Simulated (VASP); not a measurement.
**Zn: single point with PBEsol**

The system is Zn.

```
CELL_PARAMETERS angstrom
2.26817 -1.30849 0.00000
2.26817 1.30849 0.00000
-1.59172 0.00000 7.30041
ATOMIC_POSITIONS crystal
Zn 0.00000 0.00000 0.00000
Zn 0.22198 0.22198 0.66550
Zn 0.77802 0.77802 0.33450
```

```
Program                : VASP 6.6.1
Task                   : single point
Functional             : PBEsol
Potentials or basis    : VASP PAW PBE potentials, release 64 (Zn)
Cutoff                 : 500 eV
k mesh                 : 6 × 6 × 2
Occupations            : gaussian, width 0.1 eV
Spin                   : no spin polarisation
Dipole correction      : no
Further INCAR settings : ALGO = Normal; EDIFF = 1e-06; NBANDS = 25
```

The pressure is -0.5 GPa. The largest force is 0.022 eV/Å and the band gap on the k mesh is zero (band 18 reaches 3.93 eV, above the bottom of band 19 at 0.31 eV).

Forces on the atoms (eV/Å):
```
Zn   0.000  0.000  0.000
Zn  -0.012  0.000  0.019
Zn   0.012  0.000 -0.019
```

Stress tensor (GPa, compression positive):
```
-1.39  0.00 -1.07
 0.00 -0.42  0.00
-1.07  0.00  0.37
```

Levels at points of the mesh, in eV from the Fermi level:
```tsv
k point	band 15	band 16	band 17	band 18	band 19	band 20	band 21	band 22
(0.00, 0.00, 0.00)	-7.33	-7.32	-7.17	-7.15	1.48	1.54	13.86	17.59
(0.50, 0.00, 0.00)	-7.07	-3.13	-2.41	-1.88	0.40	1.01	1.89	6.48
(0.50, 0.50, 0.00)	-7.07	-2.80	-2.62	-2.12	-0.43	1.96	3.49	4.35
(0.00, 0.00, 0.50)	-7.43	-7.29	-7.29	-4.09	-3.18	7.83	7.91	18.00
(0.50, 0.00, 0.50)	-7.06	-2.83	-2.58	-2.12	-0.29	1.78	3.30	4.60
(0.50, 0.50, 0.50)	-7.07	-3.15	-2.44	-1.78	0.54	0.83	1.70	6.75
```

Wall time 74 s on 1 thread of Intel Xeon 8259CL, on a shared host, peak memory 0.16 GiB.

Caveat: the k points lie up to 0.46 Å⁻¹ apart; the PAW data sets were made with another functional, which shifts forces and pressure a little.
